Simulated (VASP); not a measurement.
# WAu (F-43m) in VASP: settings compared

The runs below take WAu through single point, with LDA, HF.

All numbers are computed with VASP 6.6.1; they aren't measurements. Logs are shortened: lines on timing, memory, paths and dates and some standing lists are left out, and cuts for length are marked.

### 1 The cell of the first run

Symmetry: F-43m, No. 216, cubic system. Conventional cell: a = 5.496 Å, b = 5.496 Å, c = 5.496 Å, α = 90.00°, β = 90.00°, γ = 90.00°. Within 3.1 Å of W (site symmetry -43m) lie 4 Au at 2.38 Å. Within 3.1 Å of Au (site symmetry -43m) lie 4 W at 2.38 Å.

### 2 Single point, LDA, non-collinear spin, zero start, spin-orbit coupling

The input, INCAR:

```
SYSTEM = WAu
PREC = Accurate
ENCUT = 520
EDIFF = 1E-6
ISMEAR = -1
SIGMA = 0.05
LREAL = .FALSE.
LASPH = .TRUE.
NELM = 150
ALGO = Normal
ISIF = 2
LWAVE = .FALSE.
LCHARG = .FALSE.
MAGMOM = 0 0 0 0 0 0
LORBIT = 11
LSORBIT = .TRUE.
GGA_COMPAT = .FALSE.
LORBMOM = .TRUE.
LMAXMIX = 4
NBANDS = 37
```

The input, KPOINTS:

```
regular mesh
0
G
  6 6 6
  0 0 0
```

The input, POSCAR:

```
WAu
1.0
    0.0000000000      2.7479792600      2.7479792600
    2.7479792600      0.0000000000      2.7479792600
    2.7479792600      2.7479792600      0.0000000000
W Au
1 1
Direct
    0.0000000000      0.0000000000      0.0000000000
    0.7500000000      0.7500000000      0.7500000000
```

Potentials or basis: VASP PAW LDA potentials, release 64 (W_sv, Au).

Launch:

```sh
cat potpaw_LDA.64/W_sv/POTCAR potpaw_LDA.64/Au/POTCAR > POTCAR
mpirun -np 1 vasp_ncl > vasp.out
```

OUTCAR:

```text
SYSTEM = WAu
   PREC = Accurate
   ENCUT = 520
   EDIFF = 1E-6
   ISMEAR = -1
   LREAL = .FALSE.
   LASPH = .TRUE.
   NELM = 150
   ISIF = 2
   LORBIT = 11
   LSORBIT = .TRUE.

 ion  position               nearest neighbor table
   1  0.000  0.000  0.000-   2 2.38   2 2.38   2 2.38   2 2.38
   2  0.750  0.750  0.750-   1 2.38   1 2.38   1 2.38   1 2.38

  LATTYP: Found a face centered cubic cell.
 ALAT       =     5.4959585200

  Lattice vectors:

 A1 = (   0.0000000000,   2.7479792600,   2.7479792600)
 A2 = (   2.7479792600,   0.0000000000,   2.7479792600)
 A3 = (   2.7479792600,   2.7479792600,   0.0000000000)

Analysis of symmetry for initial positions (statically):
=====================================================================
 Subroutine PRICEL returns:
 Original cell was already a primitive cell.

 Routine SETGRP: Setting up the symmetry group for a
 face centered cubic supercell.

 Subroutine GETGRP returns: Found 24 space group operations
 (whereof 24 operations were pure point group operations)
 out of a pool of 48 trial point group operations.

The static configuration has the point symmetry T_d .

Analysis of symmetry for dynamics (positions and initial velocities):
=====================================================================
 Subroutine PRICEL returns:
 Original cell was already a primitive cell.

 Routine SETGRP: Setting up the symmetry group for a
 face centered cubic supercell.

 Subroutine GETGRP returns: Found 24 space group operations
 (whereof 24 operations were pure point group operations)
 out of a pool of 48 trial point group operations.

The dynamic configuration has the point symmetry T_d .

Analysis of structural, dynamic, and magnetic symmetry:
=====================================================================
 Subroutine PRICEL returns:
 Original cell was already a primitive cell.

 Routine SETGRP: Setting up the symmetry group for a
 face centered cubic supercell.

 Subroutine GETGRP returns: Found 24 space group operations
 (whereof 24 operations were pure point group operations)
 out of a pool of 48 trial point group operations.

The overall configuration has the point symmetry T_d .

 Subroutine INISYM returns: Found 24 space group operations
 (whereof 24 operations are pure point group operations),
 and found     1 'primitive' translations

----------------------------------------------------------------------------------------

                                     Primitive cell

[... 1049 lines left out ...]
    total drift:                                0.000001      0.000001      0.000001

  FREE ENERGIE OF THE ION-ELECTRON SYSTEM (eV)
  ---------------------------------------------------
  free  energy   TOTEN  =       -15.4202843391 eV

  energy  without entropy=      -15.4051256747  energy(sigma->0) =      -15.41270501

 orbital moment (x)

 # of ion     p       d       tot
 ----------------------------------------
  1        -0.000   0.000   0.000
  2         0.000   0.000   0.000
 ----------------------------------------
            0.000   0.000   0.000

 orbital moment (y)

 # of ion     p       d       tot
 ----------------------------------------
  1         0.000   0.000   0.000
  2        -0.000  -0.000  -0.000
 ----------------------------------------
           -0.000  -0.000  -0.000

 orbital moment (z)

 # of ion     p       d       tot
 ----------------------------------------
  1         0.000   0.000   0.000
  2         0.000  -0.000  -0.000
 ----------------------------------------
            0.000  -0.000  -0.000

 Spin-Orbit-Coupling matrix elements

 Ion:    1  E_soc:     -1.6854324
 l=   1
     0.0000000    -0.2385569    -0.2385569
    -0.2385569     0.0000000    -0.2385569
    -0.2385569    -0.2385569     0.0000000
 l=   2
     0.0000000    -0.0086759     0.0000000    -0.0086759    -0.0336725
    -0.0086759     0.0000000    -0.0252544    -0.0086759    -0.0084181
     0.0000000    -0.0252544     0.0000000    -0.0252544     0.0000000
    -0.0086759    -0.0086759    -0.0252544     0.0000000    -0.0084181
    -0.0336725    -0.0084181     0.0000000    -0.0084181     0.0000000
 l=   3
     0.0000000     0.0000000     0.0000000     0.0000000     0.0000000     0.0000000     0.0000000
     0.0000000     0.0000000     0.0000000     0.0000000     0.0000000     0.0000000     0.0000000
     0.0000000     0.0000000     0.0000000     0.0000000     0.0000000     0.0000000     0.0000000
     0.0000000     0.0000000     0.0000000     0.0000000     0.0000000     0.0000000     0.0000000
     0.0000000     0.0000000     0.0000000     0.0000000     0.0000000     0.0000000     0.0000000
     0.0000000     0.0000000     0.0000000     0.0000000     0.0000000     0.0000000     0.0000000
     0.0000000     0.0000000     0.0000000     0.0000000     0.0000000     0.0000000     0.0000000

 Ion:    2  E_soc:     -0.8315097
 l=   1
     0.0000000    -0.0662782    -0.0662782
    -0.0662782     0.0000000    -0.0662782
    -0.0662782    -0.0662782     0.0000000
 l=   2
     0.0000000    -0.0162428     0.0000000    -0.0162428    -0.0560639
    -0.0162428     0.0000000    -0.0420480    -0.0162428    -0.0140160
     0.0000000    -0.0420480     0.0000000    -0.0420480     0.0000000
    -0.0162428    -0.0162428    -0.0420480     0.0000000    -0.0140160
    -0.0560639    -0.0140160     0.0000000    -0.0140160     0.0000000
 l=   3
     0.0000000     0.0000000     0.0000000     0.0000000     0.0000000     0.0000000     0.0000000
     0.0000000     0.0000000     0.0000000     0.0000000     0.0000000     0.0000000     0.0000000
     0.0000000     0.0000000     0.0000000     0.0000000     0.0000000     0.0000000     0.0000000
     0.0000000     0.0000000     0.0000000     0.0000000     0.0000000     0.0000000     0.0000000
     0.0000000     0.0000000     0.0000000     0.0000000     0.0000000     0.0000000     0.0000000
     0.0000000     0.0000000     0.0000000     0.0000000     0.0000000     0.0000000     0.0000000
     0.0000000     0.0000000     0.0000000     0.0000000     0.0000000     0.0000000     0.0000000

 total charge

# of ion       s       p       d       tot
------------------------------------------
    1        2.434   6.233   3.525  12.192
    2        0.931   0.786   8.501  10.219
--------------------------------------------------
tot          3.365   7.020  12.026  22.411

 magnetization (x)

# of ion       s       p       d       tot
------------------------------------------
    1       -0.000   0.000   0.000  -0.000
    2       -0.000   0.000   0.000  -0.000
--------------------------------------------------
tot         -0.000   0.000   0.000  -0.000

 magnetization (y)

# of ion       s       p       d       tot
------------------------------------------
    1       -0.000  -0.000   0.000  -0.000
    2       -0.000   0.000   0.000  -0.000
--------------------------------------------------
tot         -0.000  -0.000   0.000  -0.000

 magnetization (z)

# of ion       s       p       d       tot
------------------------------------------
    1        0.000   0.000  -0.000  -0.000
    2        0.000   0.000   0.000   0.000
--------------------------------------------------
tot          0.000   0.000  -0.000   0.000
```

OSZICAR:

```text
N       E                     dE             d eps       ncg     rms          rms(c)
DAV:   1     0.246246801288E+03    0.24625E+03   -0.12992E+04  1660   0.142E+03
DAV:   2    -0.598643696310E+01   -0.25223E+03   -0.24105E+03  1810   0.416E+02
DAV:   3    -0.167531871528E+02   -0.10767E+02   -0.10467E+02  1826   0.861E+01
DAV:   4    -0.168963425197E+02   -0.14316E+00   -0.14285E+00  1833   0.100E+01
DAV:   5    -0.168987786848E+02   -0.24362E-02   -0.24361E-02  1826   0.131E+00    0.210E+01
DAV:   6    -0.156720599843E+02    0.12267E+01   -0.31837E+00  1683   0.165E+01    0.107E+01
DAV:   7    -0.154806062279E+02    0.19145E+00   -0.46482E-01  1806   0.730E+00    0.438E+00
DAV:   8    -0.154281728206E+02    0.52433E-01   -0.74565E-02  1761   0.272E+00    0.161E+00
DAV:   9    -0.154221596148E+02    0.60132E-02   -0.58925E-03  1889   0.669E-01    0.846E-01
DAV:  10    -0.154202879505E+02    0.18717E-02   -0.19049E-03  1751   0.370E-01    0.793E-02
DAV:  11    -0.154202844102E+02    0.35403E-05   -0.59965E-05  1852   0.716E-02    0.443E-02
DAV:  12    -0.154202843391E+02    0.71120E-07   -0.22020E-06  1700   0.137E-02
   1 F= -.15420284E+02 E0= -.15412705E+02  d E =-.151587E-01  mag=    -0.0000     0.0000    -0.0000
```

Run time: 92 s. Hardware: 1 thread of AMD EPYC 7R13, shared host; peak memory 0.22 GiB.

Results:

```yaml
Free_energy: -15.4203 eV
Pressure: 23.4 GPa
Net_moment: 0.00 μB per cell
Valence_electrons_inside_the_program's_atomic_spheres: W 12.19; Au 10.22
```

Moments on the atoms (μB; x, y, z):
```
W   0.00 0.00 0.00
Au  0.00 0.00 0.00
```

Caveat: the cell stands under pressure.

### 3 Single point, HF

This run uses another cell than the first one, of 25.99 Å³/atom.

The input, POSCAR:

```
WAu
1.0
    0.0000000000      2.9619578225      2.9619578225
    2.9619578225      0.0000000000      2.9619578225
    2.9619578225      2.9619578225      0.0000000000
W Au
1 1
Direct
    0.0000000000      0.0000000000      0.0000000000
    0.7500000000      0.7500000000      0.7500000000
```

The input, INCAR.step1:

```
PREC     = Accurate       # precision mode
ENCUT    = 520            # plane-wave cutoff, eV
EDIFF    = 1E-5           # SCF threshold, eV
ISMEAR   = -1             # smearing method
SIGMA    = 0.05           # smearing width, eV
LREAL    = False          # projectors in reciprocal space
LASPH    = True           # aspherical terms in the spheres
NELM     = 60             # most SCF steps
ALGO     = Normal         # electronic algorithm
ISIF     = 2              # what is computed and relaxed
LWAVE    = True           # write WAVECAR
LCHARG   = False          # write CHGCAR
NBANDS   = 20             # bands
GGA      = PE             # functional
```

The input, INCAR.step2:

```
PREC     = Accurate       # precision mode
ENCUT    = 520            # plane-wave cutoff, eV
EDIFF    = 1E-6           # SCF threshold, eV
ISMEAR   = -1             # smearing method
SIGMA    = 0.05           # smearing width, eV
LREAL    = False          # projectors in reciprocal space
LASPH    = True           # aspherical terms in the spheres
NELM     = 60             # most SCF steps
ALGO     = Normal         # electronic algorithm
ISIF     = 2              # what is computed and relaxed
LWAVE    = False          # write WAVECAR
LCHARG   = False          # write CHGCAR
GGA      = PE             # functional
LHFCALC  = True           # exact exchange
AEXX     = 1.0            # exact-exchange fraction
ALDAC    = 0.0          
AGGAC    = 0.0          
PRECFOCK = Normal       
NBANDS   = 20             # bands
ISTART   = 1
```

The input, KPOINTS:

```
Automatic mesh
0
Gamma
  4 4 4
```

Potentials or basis: VASP PAW PBE potentials, release 64 (W_sv, Au).

Launch:

```sh
cat potpaw_PBE.64/W_sv/POTCAR potpaw_PBE.64/Au/POTCAR > POTCAR
cp INCAR.step1 INCAR
mpirun -np 1 vasp_std > vasp.out
cp INCAR.step2 INCAR
mpirun -np 1 vasp_std > vasp.out
```

Wall time 22 min (1 thread of Intel Xeon Platinum 8375C at 2.90GHz (Ice Lake), shared host); peak memory 0.2 GiB.

Results (log left out):

* Free energy: -20.9006 eV
* Pressure: -3.3 GPa
* Band gap on the k mesh: zero (an odd number of electrons rules out a gap without spin polarisation)

Levels at points of the mesh, in eV from the Fermi level:
```csv
k point,band 10,band 11,band 12,band 13,band 14,band 15,band 16,band 17
"(0.00, 0.00, 0.00)",-11.51,-4.72,-4.72,-4.72,5.75,5.75,12.22,14.90
"(0.50, 0.00, 0.00)",-9.80,-4.94,-2.76,-2.76,3.84,4.72,4.72,11.42
"(0.50, 0.50, 0.00)",-8.35,-5.51,2.11,2.11,2.63,4.75,5.64,5.64
```

Caveat: the k points lie up to 0.46 Å⁻¹ apart, too coarse for converged energies and pressures of a metal; the PAW data sets were made with another functional, which shifts forces and pressure a little; spin-orbit coupling is left out, which moves the levels of the heavy elements.
